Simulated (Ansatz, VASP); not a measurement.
# Two plane-wave programs on Lu

```
CELL_PARAMETERS angstrom
0.00000 2.45739 2.45739
2.45739 0.00000 2.45739
2.45739 2.45739 0.00000
ATOMIC_POSITIONS crystal
Lu 0.00000 0.00000 0.00000
```

Alike in both runs: task single point; functional PBE; k mesh 8 × 8 × 8; occupations gaussian, width 0.05 eV; no spin polarisation.

```csv
,VASP,Ansatz
version,VASP 6.6.1,Ansatz 0.2.0
potentials or method,"VASP PAW PBE potentials, release 64 (Lu), cutoff 520 eV","scalar-relativistic, plane waves, PAW"
valence electrons in the cell,25,25
```

|  | VASP | Ansatz | Ansatz less VASP |
| --- | --- | --- | --- |
| gap on the k mesh at the Fermi level (eV) | none | none | - |
| pressure (GPa) | -1.3 | -1.5 | -0.11 |

A gap of «none» marks a metal or a gap that the smearing closes.

Spin-orbit coupling is off throughout.
